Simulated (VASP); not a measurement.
# MgS (Pm-3m) in VASP: further runs

The runs below take MgS through single point, with PBE, r2SCAN.

All numbers are computed with VASP 6.6.1; they aren't measurements. Logs are shortened: lines on timing, memory, paths and dates and some standing lists are left out, and cuts for length are marked.

### Step 1. The cell of the first run

Symmetry: Pm-3m, No. 221, cubic system. The conventional cell has a = 3.338 Å, b = 3.338 Å, c = 3.338 Å, α = 90.00°, β = 90.00°, γ = 90.00°. Mg (site symmetry m-3m) has 8 S at 2.89 Å and 6 Mg at 3.34 Å within 3.8 Å. S (site symmetry m-3m) has 8 Mg at 2.89 Å and 6 S at 3.34 Å within 3.8 Å.

### Step 2. Single point, PBE (volume changed by +6%)

Contents of INCAR:

```
SYSTEM = MgS
PREC = Accurate ; ENCUT = 520
EDIFF = 1E-7 ; ISMEAR = -1
SIGMA = 0.02 ; LREAL = .FALSE.
LASPH = .TRUE. ; NELM = 60
ALGO = Normal ; ISIF = 2
LWAVE = .FALSE. ; LCHARG = .TRUE.
GGA = PE ; LELF = .TRUE.
LVHAR = .TRUE. ; NBANDS = 11
```

Contents of KPOINTS:

```
regular mesh
0
G
  6 6 6
  0 0 0
```

Contents of POSCAR:

```
MgS
1.0
    3.3382317214      0.0000000000      0.0000000000
    0.0000000000      3.3382317214      0.0000000000
    0.0000000000      0.0000000000      3.3382317214
Mg S
1 1
Direct
    0.0000000000      0.0000000000      0.0000000000
    0.5000000000      0.5000000000      0.5000000000
```

Potentials or basis: VASP PAW PBE potentials, release 64 (Mg, S).

Started as:

```
> cat potpaw_PBE.64/Mg/POTCAR potpaw_PBE.64/S/POTCAR > POTCAR
> mpirun -np 1 vasp_std > vasp.out
```

OUTCAR:

```text
SYSTEM = MgS
   PREC = Accurate
   ENCUT = 520
   EDIFF = 1E-7
   ISMEAR = -1
   LREAL = .FALSE.
   LASPH = .TRUE.
   NELM = 60
   ISIF = 2
   GGA = PE

 ion  position               nearest neighbor table
   1  0.000  0.000  0.000-   2 2.89   2 2.89   2 2.89   2 2.89   2 2.89   2 2.89   2 2.89   2 2.89

   2  0.500  0.500  0.500-   1 2.89   1 2.89   1 2.89   1 2.89   1 2.89   1 2.89   1 2.89   1 2.89

  LATTYP: Found a simple cubic cell.
 ALAT       =     3.3382317214

  Lattice vectors:

 A1 = (   3.3382317214,   0.0000000000,   0.0000000000)
 A2 = (   0.0000000000,   3.3382317214,   0.0000000000)
 A3 = (   0.0000000000,   0.0000000000,   3.3382317214)

Analysis of symmetry for initial positions (statically):
=====================================================================
 Subroutine PRICEL returns:
 Original cell was already a primitive cell.

 Routine SETGRP: Setting up the symmetry group for a
 simple cubic supercell.

 Subroutine GETGRP returns: Found 48 space group operations
 (whereof 48 operations were pure point group operations)
 out of a pool of 48 trial point group operations.

The static configuration has the point symmetry O_h .

Analysis of symmetry for dynamics (positions and initial velocities):
=====================================================================
 Subroutine PRICEL returns:
 Original cell was already a primitive cell.

 Routine SETGRP: Setting up the symmetry group for a
 simple cubic supercell.

 Subroutine GETGRP returns: Found 48 space group operations
 (whereof 48 operations were pure point group operations)
 out of a pool of 48 trial point group operations.

The dynamic configuration has the point symmetry O_h .

 Subroutine INISYM returns: Found 48 space group operations
 (whereof 48 operations are pure point group operations),
 and found     1 'primitive' translations

----------------------------------------------------------------------------------------

                                     Primitive cell

  volume of cell :      37.2006

  direct lattice vectors                    reciprocal lattice vectors
     3.338231721  0.000000000  0.000000000     0.299559792  0.000000000  0.000000000
     0.000000000  3.338231721  0.000000000     0.000000000  0.299559792  0.000000000
     0.000000000  0.000000000  3.338231721     0.000000000  0.000000000  0.299559792

  length of vectors
     3.338231721  3.338231721  3.338231721     0.299559792  0.299559792  0.299559792

  position of ions in fractional coordinates (direct lattice)
[... 82 lines left out ...]
   POTIM  = 0.5000    time-step for ionic-motion
   TEBEG  =    0.0;   TEEND  =   0.0 temperature during run
   PSTRESS=    0.0 pullay stress
   NELECT =       8.0000    total number of electrons
   NUPDOWN=      -1.0000    fix difference up-down
   EMIN   =  10.00;   EMAX   =-10.00  energy-range for DOS
   EFERMI =   0.00;   METHOD = LEGACY
   ISMEAR =    -1;   SIGMA  =   0.02  broadening in eV -4-tet -1-fermi 0-gaus
   EFERMI_NEDOS =   21; number of points for ismear=-14 and -15
   IALGO  =     38    algorithm
   IMIX   =      4    mixing-type and parameters
     AMIX     =   0.40;   BMIX     =  1.00
     AMIX_MAG =   1.60;   BMIX_MAG =  1.00
  volume/ion in A,a.u.               =      18.60       125.52
  Fermi-wavevector in a.u.,A,eV,Ry     =   0.980818  1.853477 13.088853  0.962004
  Thomas-Fermi vector in A             =   2.111777
   LORBIT       =      0    0 simple, 1 ext, 2 COOP (PROOUT), +10 PAW based schemes
   GGA     = PE    functional components
   LHFCALC =     F    Hartree Fock is set to
   AEXX    =    0.0000 exact exchange contribution
   IVDW    =     0    specifies the selected vdW correction
   LEPSILON=     F    determine dielectric tensor
   LRPA    =     F    only Hartree local field effects (RPA)
 non-spin polarized calculation
  energy-cutoff  :      520.00
  volume of cell :       37.20
 maximum number of plane-waves:      1024
 NGX is ok and might be reduce to    28
   NGX = 13   NGY = 13   NGZ = 13

 number of electron       7.9999998 magnetization

 Free energy of the ion-electron system (eV)
  ---------------------------------------------------
  ext. energy  EPLUGINS =         0.00000000
  ---------------------------------------------------
  free energy    TOTEN  =        -7.22251963 eV

  energy without entropy =       -7.22165298  energy(sigma->0) =       -7.22208631

 E-fermi :   4.7675     XC(G=0):  -9.5769

 val. band max:        4.7107198936   @ k =   0.5000   0.3333   0.0000
 cond. band min:       4.8094222562   @ k =   0.5000   0.5000   0.1667
 fundamental gap:      0.0987023626
 Fermi energy:         4.7675063613

 k-point     1 :       0.0000    0.0000    0.0000
  band No.  band energies     occupation
      1      -8.7749      2.00000
      2       3.5507      2.00000
      3       3.5507      2.00000
      4       3.5507      2.00000
      5       5.2279      0.00000
      6       9.3387      0.00000
      7       9.3387      0.00000
      8      16.5952      0.00000
      9      16.5952      0.00000
     10      16.5952      0.00000
     11      17.8367      0.00000
[... 253 lines left out ...]
 k-point    20 :       0.5000    0.5000    0.5000
  band No.  band energies     occupation
      1      -6.1333      2.00000
      2       1.3301      2.00000
      3       1.3301      2.00000
      4       1.3301      2.00000
      5       6.5594      0.00000
      6       6.5594      0.00000
      7       6.5594      0.00000
      8       9.6328      0.00000
      9      20.4195      0.00000
     10      20.4195      0.00000
     11      20.4195      0.00000

------------------------ aborting loop because EDIFF is reached ----------------------------------------

  FORCE on cell =-STRESS in cart. coord.  units (eV):
  Direction    XX          YY          ZZ          XY          YZ          ZX
  --------------------------------------------------------------------------------------
  -------------------------------------------------------------------------------------
  Total       -0.8946739     -0.8946739     -0.8946739     -0.0000000     -0.0000000      0.0000000
  in kB      -38.5323860    -38.5323860    -38.5323860     -0.0000000     -0.0000000      0.0000000
  external PRESSURE =     -38.5323860 kB  Pullay stress =       0.0000000 kB

 VOLUME and BASIS-vectors are now :
 -----------------------------------------------------------------------------
  energy-cutoff  :      520.00
  volume of cell :       37.20
      direct lattice vectors                 reciprocal lattice vectors
     3.338231721  0.000000000  0.000000000     0.299559792  0.000000000  0.000000000
     0.000000000  3.338231721  0.000000000     0.000000000  0.299559792  0.000000000
     0.000000000  0.000000000  3.338231721     0.000000000  0.000000000  0.299559792

 POSITION                                       TOTAL-FORCE (eV/Angst)
 -----------------------------------------------------------------------------------
      0.00000      0.00000      0.00000         0.000000      0.000000      0.000000
      1.66912      1.66912      1.66912         0.000000      0.000000      0.000000
 -----------------------------------------------------------------------------------
    total drift:                               -0.000000      0.000000      0.000000

  FREE ENERGIE OF THE ION-ELECTRON SYSTEM (eV)
  ---------------------------------------------------
  free  energy   TOTEN  =        -7.2225196315 eV

  energy  without entropy=       -7.2216529835  energy(sigma->0) =       -7.22208631
```

OSZICAR:

```text
N       E                     dE             d eps       ncg     rms          rms(c)
DAV:   1     0.210554338687E+02    0.21055E+02   -0.36298E+03   448   0.597E+02
DAV:   2    -0.641391101053E+01   -0.27469E+02   -0.25707E+02   549   0.932E+01
DAV:   3    -0.790294736689E+01   -0.14890E+01   -0.14863E+01   564   0.237E+01
DAV:   4    -0.791188655070E+01   -0.89392E-02   -0.89379E-02   505   0.219E+00
DAV:   5    -0.791196655822E+01   -0.80008E-04   -0.80007E-04   554   0.210E-01    0.493E+00
DAV:   6    -0.730081697429E+01    0.61115E+00   -0.13088E+00   464   0.419E+00    0.366E+00
DAV:   7    -0.723192384691E+01    0.68893E-01   -0.31150E-01   521   0.217E+00    0.231E+00
DAV:   8    -0.722693889964E+01    0.49849E-02   -0.53417E-02   467   0.111E+00    0.929E-01
DAV:   9    -0.722298063247E+01    0.39583E-02   -0.82245E-03   473   0.375E-01    0.467E-01
DAV:  10    -0.722258025155E+01    0.40038E-03   -0.13756E-03   505   0.166E-01    0.664E-02
DAV:  11    -0.722253092221E+01    0.49329E-04   -0.41084E-04   481   0.787E-02    0.560E-02
DAV:  12    -0.722252098230E+01    0.99399E-05   -0.34136E-05   502   0.289E-02    0.430E-02
DAV:  13    -0.722251997372E+01    0.10086E-05   -0.32742E-06   485   0.855E-03    0.198E-02
DAV:  14    -0.722251968394E+01    0.28978E-06   -0.13265E-07   452   0.238E-03    0.233E-03
DAV:  15    -0.722251963154E+01    0.52399E-07   -0.37020E-08   238   0.777E-04
   1 F= -.72225196E+01 E0= -.72220863E+01  d E =-.866648E-03
```

Wall time 19 s (1 thread of Intel Xeon 6975P-C, shared host); peak memory 0.16 GiB.

What came out:

```yaml
Free_energy: -7.2225 eV
Pressure: -3.9 GPa
Band_gap_on_the_k_mesh: 0.10 eV, indirect (least direct gap 0.43 eV)
```

### Step 3. Single point, r2SCAN (volume changed by -6%)

Contents of POSCAR:

```
MgS
1.0
    3.1962106058      0.0000000000      0.0000000000
    0.0000000000      3.1962106058      0.0000000000
    0.0000000000      0.0000000000      3.1962106058
Mg S
1 1
Direct
    0.0000000000      0.0000000000      0.0000000000
    0.5000000000      0.5000000000      0.5000000000
```

Contents of INCAR.step1:

```
SYSTEM = MgS
PREC     = Accurate       ! precision mode
ENCUT    = 520            ! plane-wave cutoff, eV
ISMEAR   = -1             ! smearing method
SIGMA    = 0.02           ! smearing width, eV
LREAL    = .FALSE.        ! projectors in reciprocal space
LASPH    = .TRUE.         ! aspherical terms in the spheres
NELM     = 60             ! most SCF steps
NBANDS   = 11             ! bands
GGA      = PE             ! functional
ALGO     = Normal         ! electronic algorithm
EDIFF    = 1E-4           ! SCF threshold, eV
LWAVE    = .TRUE.         ! write WAVECAR
LCHARG   = .FALSE.        ! write CHGCAR
```

Contents of INCAR.step2:

```
SYSTEM = MgS
PREC     = Accurate       ! precision mode
ENCUT    = 520            ! plane-wave cutoff, eV
EDIFF    = 1E-6           ! SCF threshold, eV
ISMEAR   = -1             ! smearing method
SIGMA    = 0.02           ! smearing width, eV
LREAL    = .FALSE.        ! projectors in reciprocal space
LASPH    = .TRUE.         ! aspherical terms in the spheres
NELM     = 60             ! most SCF steps
ALGO     = Normal         ! electronic algorithm
ISIF     = 2              ! what is computed and relaxed
LWAVE    = .FALSE.        ! write WAVECAR
LCHARG   = .FALSE.        ! write CHGCAR
METAGGA  = R2SCAN         ! meta-GGA
LMIXTAU  = .TRUE.       
NBANDS   = 11             ! bands
ISTART   = 1
```

Contents of KPOINTS:

```
Automatic mesh
0
G
  6 6 6
  0 0 0
```

Potentials or basis: VASP PAW PBE potentials, release 64 (Mg, S).

Started as:

```
> cat potpaw_PBE.64/Mg/POTCAR potpaw_PBE.64/S/POTCAR > POTCAR
> cp INCAR.step1 INCAR
> mpirun -np 1 vasp_std > vasp.out
> cp INCAR.step2 INCAR
> mpirun -np 1 vasp_std > vasp.out
```

Run time: 48 s. Hardware: 1 thread of Intel Xeon 6975P-C, shared host; peak memory 0.14 GiB.

The run converged. Its results:

```yaml
Free_energy: -14.0575 eV
Pressure: 4.7 GPa
Band_gap_on_the_k_mesh: 0.24 eV, indirect (least direct gap 0.31 eV)
```

Levels at points of the mesh, in eV from the valence-band top:
| k point | band 2 | band 3 | band 4 | band 5 | band 6 | band 7 |
| --- | --- | --- | --- | --- | --- | --- |
| (0.00, 0.00, 0.00) | -1.45 | -1.45 | -1.45 | 2.04 | 4.73 | 4.73 |
| (0.50, 0.00, 0.00) | -7.23 | -0.61 | -0.61 | 4.88 | 7.62 | 7.70 |
| (0.50, 0.50, 0.00) | -5.55 | -5.55 | -0.07 | 0.24 | 8.47 | 9.61 |
| (0.50, 0.50, 0.50) | -4.21 | -4.21 | -4.21 | 1.93 | 1.93 | 1.93 |

Caveat: the PAW data sets were made with another functional, which shifts forces and pressure a little.

(Part 1 of 2 ends here.)
